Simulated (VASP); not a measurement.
Input of a VASP 6.6.1 run:

File INCAR:

```
SYSTEM = HgTe
PREC = Accurate
ENCUT = 520
EDIFF = 1E-6
ISMEAR = -1
SIGMA = 0.02
LREAL = .FALSE.
LASPH = .TRUE.
NELM = 60
ALGO = Normal
ISIF = 2
LWAVE = .FALSE.
LCHARG = .FALSE.
GGA = PE
NBANDS = 16
```

KPOINTS

```
Automatic mesh
0
G
  6 6 6
  0 0 0
```

File POSCAR:

```
HgTe
1.0
    0.0000000000      3.3589436451      3.3589436451
    3.3589436451      0.0000000000      3.3589436451
    3.3589436451      3.3589436451      0.0000000000
Hg Te
1 1
Direct
    0.0000000000      0.0000000000      0.0000000000
    0.2500000000      0.2500000000      0.2500000000
```

Potentials or basis: VASP PAW PBE potentials, release 64 (Hg, Te).

Run with:

```bash
$ cat potpaw_PBE.64/Hg/POTCAR potpaw_PBE.64/Te/POTCAR > POTCAR
$ mpirun -np 1 vasp_std > vasp.out
```

Q: Predict the pressure.

A: -0.9 GPa.

Q: What does it give for the band gap on the k mesh?

A: Zero (filled and empty bands touch).

Caveat: spin-orbit coupling is left out, which moves the levels of the heavy elements.
